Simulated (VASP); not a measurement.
# As (Pm-3m) in VASP: further runs

Aim: see how the results for As move with the level of theory and the settings. Levels: RPBE+D4, revPBE+D3(BJ), revPBE+D4, BLYP+D3(BJ). Tasks: single point.

Everything below comes from runs of VASP 6.6.1. Logs are shortened: lines on timing, memory, paths and dates and some standing lists are left out, and cuts for length are marked.

## (1) The cell of the first run

It takes space group Pm-3m (No. 221, cubic). Conventional cell: a = 2.661 Å, b = 2.661 Å, c = 2.661 Å, α = 90.00°, β = 90.00°, γ = 90.00°. As (site symmetry m-3m) has 6 As at 2.66 Å within 3.5 Å.

## (2) Single point, RPBE+D4

INCAR

```
SYSTEM = As
  PREC = Accurate
  ENCUT = 520
  EDIFF = 1E-6
  ISMEAR = -1
  SIGMA = 0.05
  LREAL = .FALSE.
  LASPH = .TRUE.
  NELM = 100
  ALGO = Normal
  ISIF = 2
  LWAVE = .FALSE.
  LCHARG = .FALSE.
  GGA = RP
  IVDW = 13
  NBANDS = 8
```

KPOINTS

```
Automatic mesh
0
G
  10 10 10
  0 0 0
```

POSCAR

```
As
1.0
    2.6607680861      0.0000000000      0.0000000000
    0.0000000000      2.6607680861      0.0000000000
    0.0000000000      0.0000000000      2.6607680861
As
1
Direct
    0.5000000000      0.5000000000      0.5000000000
```

Potentials or basis: VASP PAW PBE potentials, release 64 (As).

The run is started by

```console
> cat potpaw_PBE.64/As/POTCAR > POTCAR
> mpirun -np 1 vasp_std > vasp.out
```

OUTCAR:

```text
SYSTEM = As
   PREC = Accurate
   ENCUT = 520
   EDIFF = 1E-6
   ISMEAR = -1
   LREAL = .FALSE.
   LASPH = .TRUE.
   NELM = 100
   ISIF = 2
   GGA = RP
   IVDW = 13

 ion  position               nearest neighbor table
   1  0.500  0.500  0.500-

  LATTYP: Found a simple cubic cell.
 ALAT       =     2.6607680861

  Lattice vectors:

 A1 = (   2.6607680861,   0.0000000000,   0.0000000000)
 A2 = (   0.0000000000,   2.6607680861,   0.0000000000)
 A3 = (   0.0000000000,   0.0000000000,   2.6607680861)

Analysis of symmetry for initial positions (statically):
=====================================================================
 Subroutine PRICEL returns:
 Original cell was already a primitive cell.

 Routine SETGRP: Setting up the symmetry group for a
 simple cubic supercell.

 Subroutine GETGRP returns: Found 48 space group operations
[... 9 lines left out ...]

 Routine SETGRP: Setting up the symmetry group for a
 simple cubic supercell.

 Subroutine GETGRP returns: Found 48 space group operations
[... 11 lines left out ...]
                                     Primitive cell

  volume of cell :      18.8374

  direct lattice vectors                    reciprocal lattice vectors
     2.660768086  0.000000000  0.000000000     0.375831327  0.000000000  0.000000000
     0.000000000  2.660768086  0.000000000     0.000000000  0.375831327  0.000000000
     0.000000000  0.000000000  2.660768086     0.000000000  0.000000000  0.375831327

  length of vectors
     2.660768086  2.660768086  2.660768086     0.375831327  0.375831327  0.375831327

  position of ions in fractional coordinates (direct lattice)
     0.500000000  0.500000000  0.500000000

  ion indices of the primitive-cell ions
   primitive index   ion index
                 1           1

----------------------------------------------------------------------------------------

 KPOINTS: Automatic mesh

Automatic generation of k-mesh.
 Grid dimensions read from file:
 generate k-points for:   10   10   10

 Generating k-lattice:

  Cartesian coordinates                     Fractional coordinates (reciprocal lattice)
     0.037583133  0.000000000  0.000000000     0.100000000  0.000000000  0.000000000
     0.000000000  0.037583133  0.000000000     0.000000000  0.100000000  0.000000000
     0.000000000  0.000000000  0.037583133     0.000000000  0.000000000  0.100000000

  Length of vectors
     0.037583133  0.037583133  0.037583133

  Shift w.r.t. Gamma in fractional coordinates (k-lattice)
     0.000000000  0.000000000  0.000000000

 Subroutine IBZKPT returns following result:
 ===========================================

 Found     56 irreducible k-points:

 Following reciprocal coordinates:
            Coordinates               Weight
  0.000000  0.000000  0.000000      1.000000
  0.100000  0.000000  0.000000      6.000000
  0.200000  0.000000  0.000000      6.000000
  0.300000  0.000000  0.000000      6.000000
  0.400000  0.000000  0.000000      6.000000
  0.500000  0.000000  0.000000      3.000000
[... 16 lines left out ...]
  0.200000  0.100000  0.100000     24.000000
  0.300000  0.100000  0.100000     24.000000
 [... further k-points ...]
   k-points           NKPTS =     56   k-points in BZ     NKDIM =     56   number of bands    NBANDS=      8
   number of dos      NEDOS =    301   number of ions     NIONS =      1
   total plane-waves  NPLWV =   8000
   dimension x,y,z NGX =    20 NGY =   20 NGZ =   20
   dimension x,y,z NGXF=    40 NGYF=   40 NGZF=   40
   ions per type =               1
   NGX,Y,Z   is equivalent  to a cutoff of  12.50, 12.50, 12.50 a.u.
   NGXF,Y,Z  is equivalent  to a cutoff of  24.99, 24.99, 24.99 a.u.
 SYSTEM =  As
   PREC   = accura    normal or accurate (medium, high low for compatibility)
   ISTART =      0    job   : 0-new  1-cont  2-samecut
   ICHARG =      2    charge: 1-file 2-atom 10-const
   ISPIN  =      1    spin polarized calculation?
   LNONCOLLINEAR =      F non collinear calculations
   LSORBIT =      F    spin-orbit coupling
   LASPH  =      T    aspherical Exc in radial PAW
   ENCUT  =  520.0 eV  38.22 Ry    6.18 a.u.   4.95  4.95  4.95*2*pi/ulx,y,z
   NELM   =    100;   NELMIN=  2; NELMDL= -5     # of ELM steps
   EDIFF  = 0.1E-05   stopping-criterion for ELM
   LREAL  =      F    real-space projection
   EDIFFG = 0.1E-04   stopping-criterion for IOM
   NSW    =      0    number of steps for IOM
   IBRION =     -1    ionic relax: 0-MD 1-quasi-New 2-CG
   NFREE  =      0    steps in history (QN), initial steepest desc. (CG)
   ISIF   =      2    stress and relaxation
   ISYM   =      2    0-nonsym 1-usesym 2-fastsym
   POTIM  = 0.5000    time-step for ionic-motion
   TEBEG  =    0.0;   TEEND  =   0.0 temperature during run
   PSTRESS=    0.0 pullay stress
   NELECT =       5.0000    total number of electrons
   NUPDOWN=      -1.0000    fix difference up-down
   EMIN   =  10.00;   EMAX   =-10.00  energy-range for DOS
[... 5 lines left out ...]
     AMIX     =   0.40;   BMIX     =  1.00
     AMIX_MAG =   1.60;   BMIX_MAG =  1.00
  volume/ion in A,a.u.               =      18.84       127.12
  Fermi-wavevector in a.u.,A,eV,Ry     =   1.052102  1.988184 15.060540  1.106918
  Thomas-Fermi vector in A             =   2.187171
   LORBIT       =      0    0 simple, 1 ext, 2 COOP (PROOUT), +10 PAW based schemes
   GGA     = RP    functional components
   LHFCALC =     F    Hartree Fock is set to
   AEXX    =    0.0000 exact exchange contribution
   IVDW    =    13    specifies the selected vdW correction
   LEPSILON=     F    determine dielectric tensor
   LRPA    =     F    only Hartree local field effects (RPA)
 non-spin polarized calculation
  energy-cutoff  :      520.00
  volume of cell :       18.84
 maximum number of plane-waves:       518
 NGX is ok and might be reduce to    20
   NGX =  9   NGY =  9   NGZ =  9

 number of electron       5.0000001 magnetization

 Free energy of the ion-electron system (eV)
  ---------------------------------------------------
  ext. energy  EPLUGINS =         0.00000000
  ---------------------------------------------------
  free energy    TOTEN  =        -4.13916824 eV

  energy without entropy =       -4.13686935  energy(sigma->0) =       -4.13801879

 E-fermi :   6.5870     XC(G=0): -10.5886

 val. band max:        6.4394859241   @ k =   0.5000   0.3000   0.3000
 cond. band min:       6.6323448515   @ k =   0.2000   0.2000   0.0000
 fundamental gap:      0.1928589274
 Fermi energy:         6.5870365470

 k-point     1 :       0.0000    0.0000    0.0000
  band No.  band energies     occupation
      1      -8.8123      2.00000
      2      10.9626      0.00000
      3      10.9626      0.00000
      4      10.9626      0.00000
      5      15.0898      0.00000
      6      15.0898      0.00000
      7      17.6958      0.00000
      8      32.0975      0.00000

 k-point     2 :       0.1000    0.0000    0.0000
  band No.  band energies     occupation
      1      -8.6193      2.00000
      2       8.7773      0.00000
      3      11.1351      0.00000
      4      11.1351      0.00000
      5      15.2595      0.00000
      6      16.5143      0.00000
      7      18.9530      0.00000
      8      29.7057      0.00000

 k-point     3 :       0.2000    0.0000    0.0000
  band No.  band energies     occupation
      1      -8.0494      2.00000
      2       5.5681      2.00000
      3      11.6294      0.00000
      4      11.6294      0.00000
      5      15.7565      0.00000
      6      17.4826      0.00000
      7      22.5528      0.00000
      8      26.7050      0.00000

 k-point     4 :       0.3000    0.0000    0.0000
  band No.  band energies     occupation
      1      -7.1449      2.00000
      2       2.6385      2.00000
      3      12.3577      0.00000
      4      12.3577      0.00000
      5      16.5291      0.00000
      6      18.4919      0.00000
      7      24.1326      0.00000
      8      24.1326      0.00000

 k-point     5 :       0.4000    0.0000    0.0000
  band No.  band energies     occupation
      1      -6.0658      2.00000
      2       0.3135      2.00000
      3      13.1037      0.00000
      4      13.1037      0.00000
      5      17.4056      0.00000
      6      19.8076      0.00000
      7      22.2710      0.00000
      8      22.2710      0.00000

 k-point     6 :       0.5000    0.0000    0.0000
  band No.  band energies     occupation
      1      -5.4425      2.00000
      2      -0.7292      2.00000
      3      13.4511      0.00000
      4      13.4511      0.00000
      5      17.8700      0.00000
      6      21.0874      0.00000
      7      21.5507      0.00000
      8      21.5507      0.00000

 k-point     7 :       0.1000    0.1000    0.0000
  band No.  band energies     occupation
      1      -8.4262      2.00000
      2       8.7519      0.00000
      3       9.1785      0.00000
      4      11.3076      0.00000
      5      16.0180      0.00000
      6      18.0050      0.00000
      7      19.4835      0.00000
      8      27.3030      0.00000
[... 133 lines left out ...]
 k-point    20 :       0.5000    0.4000    0.0000
  band No.  band energies     occupation
      1      -2.5952      2.00000
      2       1.6532      2.00000
      3       3.2076      2.00000
      4       9.7423      0.00000
      5      15.5066      0.00000
      6      22.6358      0.00000
      7      23.8808      0.00000
      8      24.8937      0.00000

 k-point    21 :       0.5000    0.5000    0.0000
  band No.  band energies     occupation
      1      -1.8853      2.00000
      2       2.0845      2.00000
      3       2.0845      2.00000
      4       8.9081      0.00000
      5      15.8282      0.00000
      6      23.6130      0.00000
      7      24.3515      0.00000
      8      24.3515      0.00000

 k-point    22 :       0.1000    0.1000    0.1000
  band No.  band energies     occupation
      1      -8.2332      2.00000
      2       8.9259      0.00000
      3       8.9259      0.00000
      4       9.6154      0.00000
      5      18.1710      0.00000
      6      18.1710      0.00000
      7      19.8612      0.00000
      8      27.2984      0.00000

 k-point    23 :       0.2000    0.1000    0.1000
  band No.  band energies     occupation
      1      -7.6634      2.00000
      2       5.9124      2.00000
      3       9.4268      0.00000
      4       9.9722      0.00000
      5      18.6522      0.00000
      6      19.5663      0.00000
      7      22.2885      0.00000
      8      24.1581      0.00000

 k-point    24 :       0.3000    0.1000    0.1000
  band No.  band energies     occupation
      1      -6.7586      2.00000
      2       2.9993      2.00000
      3      10.1746      0.00000
      4      10.7792      0.00000
      5      19.3724      0.00000
      6      19.5262      0.00000
      7      21.5109      0.00000
      8      22.5327      0.00000

 [... further k-points ...]

------------------------ aborting loop because EDIFF is reached ----------------------------------------

  DFT-D4 for vdW energy calculation

  Edisp (eV):   -1.03376

  FORCE on cell =-STRESS in cart. coord.  units (eV):
  Direction    XX          YY          ZZ          XY          YZ          ZX
  --------------------------------------------------------------------------------------
  -------------------------------------------------------------------------------------
  Total       0.02424     0.02424     0.02424     0.00000    -0.00000    -0.00000
  in kB       2.06144     2.06144     2.06144     0.00000    -0.00000    -0.00000
  external pressure =        2.06 kB  Pullay stress =        0.00 kB

 VOLUME and BASIS-vectors are now :
 -----------------------------------------------------------------------------
  energy-cutoff  :      520.00
  volume of cell :       18.84
      direct lattice vectors                 reciprocal lattice vectors
     2.660768086  0.000000000  0.000000000     0.375831327  0.000000000  0.000000000
     0.000000000  2.660768086  0.000000000     0.000000000  0.375831327  0.000000000
     0.000000000  0.000000000  2.660768086     0.000000000  0.000000000  0.375831327

 POSITION                                       TOTAL-FORCE (eV/Angst)
 -----------------------------------------------------------------------------------
      1.33038      1.33038      1.33038         0.000000      0.000000      0.000000
 -----------------------------------------------------------------------------------
    total drift:                                0.000000     -0.000000      0.000000

  FREE ENERGIE OF THE ION-ELECTRON SYSTEM (eV)
  ---------------------------------------------------
  free  energy   TOTEN  =        -5.1729276296 eV

  energy  without entropy=       -5.1706287323  energy(sigma->0) =       -5.17177818
```

Run time: 7.8 s. Hardware: 1 thread of Intel Xeon 8259CL, shared host; peak memory 0.12 GiB.

Results:

| Quantity | Value |
| --- | --- |
| Free energy | -5.1729 eV |
| Pressure | 0.2 GPa |
| Dispersion energy per atom | -1.034 eV |

Caveat: the PAW data sets were made with another functional, which shifts forces and pressure a little; pairwise dispersion overbinds metals, which lowers pressure and volume.

## (3) Single point, revPBE+D3(BJ)

This run uses another cell than the first one, of 18.88 Å³/atom, 1.003 times its volume.

INCAR

```
SYSTEM = As
  PREC = Accurate
  ENCUT = 520
  EDIFF = 1E-6
  ISMEAR = -1
  SIGMA = 0.05
  LREAL = .False.
  LASPH = .True.
  NELM = 80
  ALGO = Normal
  ISIF = 2
  LWAVE = .False.
  LCHARG = .True.
  GGA = RE
  IVDW = 12
  LELF = .True.
  LVHAR = .True.
  NBANDS = 8
```

KPOINTS

```
regular mesh
0
Gamma
  10 10 10
  0 0 0
```

POSCAR

```
As
1.0
    2.6630035726      0.0000000000      0.0000000000
    0.0000000000      2.6630035726      0.0000000000
    0.0000000000      0.0000000000      2.6630035726
As
1
Direct
    0.5000000000      0.5000000000      0.5000000000
```

Potentials or basis: VASP PAW PBE potentials, release 64 (As).

The run is started by

```console
> cat potpaw_PBE.64/As/POTCAR > POTCAR
> mpirun -np 1 vasp_std > vasp.out
```

Run time: 8.2 s. Hardware: 1 thread of Intel Xeon 8259CL, shared host; peak memory 0.13 GiB.

It converged, with:

- Free energy: -5.1367 eV
- Pressure: 0.2 GPa
- Dispersion energy per atom: -0.935 eV

Levels at points of the mesh, in eV from the Fermi level:
| k point | band 1 | band 2 | band 3 | band 4 | band 5 | band 6 | band 7 |
| --- | --- | --- | --- | --- | --- | --- | --- |
| (0.00, 0.00, 0.00) | -15.38 | 4.36 | 4.36 | 4.36 | 8.52 | 8.52 | 11.06 |
| (0.50, 0.00, 0.00) | -12.02 | -7.29 | 6.84 | 6.84 | 11.29 | 14.47 | 14.96 |
| (0.50, 0.50, 0.00) | -8.48 | -4.49 | -4.49 | 2.33 | 9.20 | 17.00 | 17.76 |
| (0.50, 0.50, 0.50) | -4.51 | -1.90 | -1.90 | -1.90 | 5.86 | 5.86 | 5.86 |

Caveat: the PAW data sets were made with another functional, which shifts forces and pressure a little; pairwise dispersion overbinds metals, which lowers pressure and volume.

## (4) Single point, revPBE+D4

This run uses another cell than the first one, of 18.99 Å³/atom, 1.008 times its volume.

INCAR

```
PREC = Accurate ; ENCUT = 520
EDIFF = 1E-6 ; ISMEAR = -1
SIGMA = 0.05 ; LREAL = F
LASPH = T ; NELM = 80
ALGO = Normal ; ISIF = 2
LWAVE = F ; LCHARG = F
GGA = RE ; IVDW = 13
NBANDS = 8
```

KPOINTS

```
regular mesh
0
Gamma
  10 10 10
```

POSCAR

```
As
1.0
    2.6679337129      0.0000000000      0.0000000000
    0.0000000000      2.6679337129      0.0000000000
    0.0000000000      0.0000000000      2.6679337129
As
1
Direct
    0.5000000000      0.5000000000      0.5000000000
```

The run is started by

```console
> cat potpaw_PBE.64/As/POTCAR > POTCAR
> mpirun -np 1 vasp_std > vasp.out
```

Wall time 8.1 s (1 thread of Intel Xeon 8259CL, shared host); peak memory 0.13 GiB.

It converged, with:

```
Free energy                : -5.1079 eV
Pressure                   : 0.2 GPa
Dispersion energy per atom : -0.901 eV
```

Levels at points of the mesh, in eV from the Fermi level:
```tsv
k point	band 1	band 2	band 3	band 4	band 5	band 6
(0.00, 0.00, 0.00)	-15.32	4.34	4.34	4.34	8.51	8.51
(0.50, 0.00, 0.00)	-11.99	-7.25	6.79	6.79	11.27	14.43
(0.50, 0.50, 0.00)	-8.49	-4.46	-4.46	2.36	9.13	16.93
(0.50, 0.50, 0.50)	-4.55	-1.89	-1.89	-1.89	5.87	5.87
```

Caveat: the PAW data sets were made with another functional, which shifts forces and pressure a little; pairwise dispersion overbinds metals, which lowers pressure and volume.

## (5) Single point, BLYP+D3(BJ)

This run uses another cell than the first one, of 19.81 Å³/atom, 1.051 times its volume.

INCAR

```
AGGAC = 1.0
AGGAX = 1.0
ALDAC = 0.0
ALDAX = 1.0
ALGO = Normal
EDIFF = 1E-6
ENCUT = 520
GGA = B5
ISIF = 2
ISMEAR = -1
IVDW = 12
LASPH = True
LCHARG = True
LELF = True
LREAL = False
LVHAR = True
LWAVE = False
NBANDS = 8
NELM = 100
PREC = Accurate
SIGMA = 0.05
VDW_A1 = 0.4298
VDW_A2 = 4.2359
VDW_S6 = 1.0
VDW_S8 = 2.6996
```

KPOINTS

```
k-points
0
Gamma
  10 10 10
```

POSCAR

```
As
1.0
    2.7056804379      0.0000000000      0.0000000000
    0.0000000000      2.7056804379      0.0000000000
    0.0000000000      0.0000000000      2.7056804379
As
1
Direct
    0.5000000000      0.5000000000      0.5000000000
```

The run is started by

```console
> cat potpaw_PBE.64/As/POTCAR > POTCAR
> mpirun -np 1 vasp_std > vasp.out
```

Run time: 11 s. Hardware: 1 thread of Intel Xeon 8259CL, shared host; peak memory 0.13 GiB.

It converged, with:

| Property | Result |
| --- | --- |
| Free energy | -4.7864 eV |
| Pressure | 0.4 GPa |
| Dispersion energy per atom | -1.031 eV |

Levels at points of the mesh, in eV from the Fermi level:
| k point | band 1 | band 2 | band 3 | band 4 | band 5 | band 6 | band 7 |
| --- | --- | --- | --- | --- | --- | --- | --- |
| (0.00, 0.00, 0.00) | -14.94 | 4.09 | 4.09 | 4.09 | 8.69 | 8.69 | 10.97 |
| (0.50, 0.00, 0.00) | -11.87 | -6.77 | 6.32 | 6.32 | 11.27 | 14.54 | 14.91 |
| (0.50, 0.50, 0.00) | -8.67 | -4.20 | -4.20 | 2.92 | 8.42 | 16.48 | 17.53 |
| (0.50, 0.50, 0.50) | -5.12 | -1.85 | -1.85 | -1.85 | 6.24 | 6.24 | 6.24 |

Caveat: the PAW data sets were made with another functional, which shifts forces and pressure a little; pairwise dispersion overbinds metals, which lowers pressure and volume.

## (6) Summary

```csv
level,cell,gap on the mesh (eV),pressure (GPa)
RPBE+D4,"a = 2.661 Å, 1 atom",none,0.2
revPBE+D3(BJ),"a = 2.663 Å, 1 atom",none,0.2
revPBE+D4,"a = 2.668 Å, 1 atom",none,0.2
BLYP+D3(BJ),"a = 2.706 Å, 1 atom",none,0.4
```

Alike in all rows: task single point; potentials or basis VASP PAW PBE potentials, release 64 (As); no spin polarisation; k mesh 10 × 10 × 10; cutoff (eV) 520; smearing fermi-dirac 0.05 eV.

Caveats: the PAW data sets were made with another functional, which shifts forces and pressure a little; pairwise dispersion overbinds metals, which lowers pressure and volume.

Absolute energies hang on the potentials; compare differences alone.
